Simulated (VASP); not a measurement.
**Cr: electric field gradients with LDA**

The system is Cr.

```
CELL_PARAMETERS angstrom
-1.45150 1.45150 1.45150
1.45150 -1.45150 1.45150
1.45150 1.45150 -1.45150
ATOMIC_POSITIONS crystal
Cr 0.00000 0.00000 0.00000
```

This cell differs from its parent crystal: volume scaled by 1.02.

```yaml
Program: VASP 6.6.1
Task: electric field gradients
Functional: LDA
Potentials_or_basis: VASP PAW LDA potentials, release 64 (Cr_pv)
Cutoff: 520 eV
k_mesh: 18 × 18 × 18
Occupations: fermi-dirac, width 0.08 eV
Spin: collinear spin, ferromagnetic start
Starting_moments: "[3.0] μB"
Dipole_correction: no
Further_INCAR_settings: ALGO = Normal; EDIFF = 1e-08; NBANDS = 16
```

| Property | Result |
| --- | --- |
| Pressure | -28.0 GPa |
| Band gap on the k mesh | zero (filled and empty bands overlap) |
| Net moment | 0.00 μB per cell |
| Valence electrons inside the program's atomic spheres | Cr 10.95 |

Levels at points of the mesh, in eV from the Fermi level:
Spin up:
| k point | band 2 | band 3 | band 4 | band 5 | band 6 | band 7 | band 8 | band 9 | band 10 | band 11 |
| --- | --- | --- | --- | --- | --- | --- | --- | --- | --- | --- |
| (0.00, 0.00, 0.00) | -42.41 | -42.41 | -7.58 | -0.85 | -0.85 | -0.85 | 1.00 | 1.00 | 5.30 | 21.90 |
| (0.50, 0.00, 0.00) | -42.66 | -42.41 | -4.16 | -2.28 | 1.01 | 1.07 | 1.30 | 2.64 | 5.30 | 9.27 |
| (0.50, 0.50, 0.50) | -42.96 | -42.96 | -4.01 | -4.01 | 2.27 | 2.27 | 2.27 | 5.30 | 10.10 | 10.10 |
Spin down:
```csv
k point,band 2,band 3,band 4,band 5,band 6,band 7,band 8,band 9,band 10,band 11
"(0.00, 0.00, 0.00)",-42.41,-42.41,-7.58,-0.85,-0.85,-0.85,1.00,1.00,5.30,21.90
"(0.50, 0.00, 0.00)",-42.66,-42.41,-4.16,-2.28,1.01,1.07,1.30,2.64,5.30,9.27
"(0.50, 0.50, 0.50)",-42.96,-42.96,-4.01,-4.01,2.27,2.27,2.27,5.30,10.10,10.10
```

It took 34 s on 1 thread of Intel(R) Xeon(R) 6975P-C (Granite Rapids) (shared host), peak memory 0.16 GiB.

Caveat: the starting moments collapsed, and a magnetic state may lie lower; without QUAD_EFG the Cq values of the log hold for a quadrupole moment of 1 mb, not for the nuclei.
